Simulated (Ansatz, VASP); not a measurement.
## Two plane-wave programs on Cs3Cl2

```xyz
5
Lattice="5.9848 0.0000 0.0000 -2.9924 5.1830 0.0000 0.0000 0.0000 7.0365" Properties=species:S:1:pos:R:3 pbc="T T T"
Cs    0.0000    0.0000    0.0000
Cs    0.0000    3.4554    4.7597
Cs    2.9924    1.7277    2.2768
Cl    0.0000    3.4554    1.1878
Cl    2.9924    1.7277    5.8487
```

Alike in both runs: functional r2SCAN; k mesh 6 × 6 × 2; occupations gaussian, width 0.1 eV; no spin polarisation.

Ansatz relaxed the structure, and its values are those at the end. VASP's run is a single point on that final structure, the one shown.

```csv
,VASP,Ansatz
version,VASP 6.6.1,Ansatz 0.2.0
potentials or method,"VASP PAW PBE potentials, release 64 (Cs_sv, Cl), cutoff 520 eV","scalar-relativistic, plane waves, PAW"
valence electrons in the cell,41,41
```

```tsv
	VASP	Ansatz	Ansatz less VASP
gap on the k mesh at the Fermi level (eV)	none	none	-
pressure (GPa)	0.0	0.0	-0.02
rms of the force components (eV/Å)	0.004	0.006	+0.0013
```

VASP's potentials were made for PBE, not for r2SCAN. A gap of «none» marks a metal or a gap that the smearing closes. The functional is the same, so the differences come from potentials, cutoffs and numerics.

The k mesh is coarse, so the values compare programs but aren't converged. Neither program's run includes spin-orbit coupling.
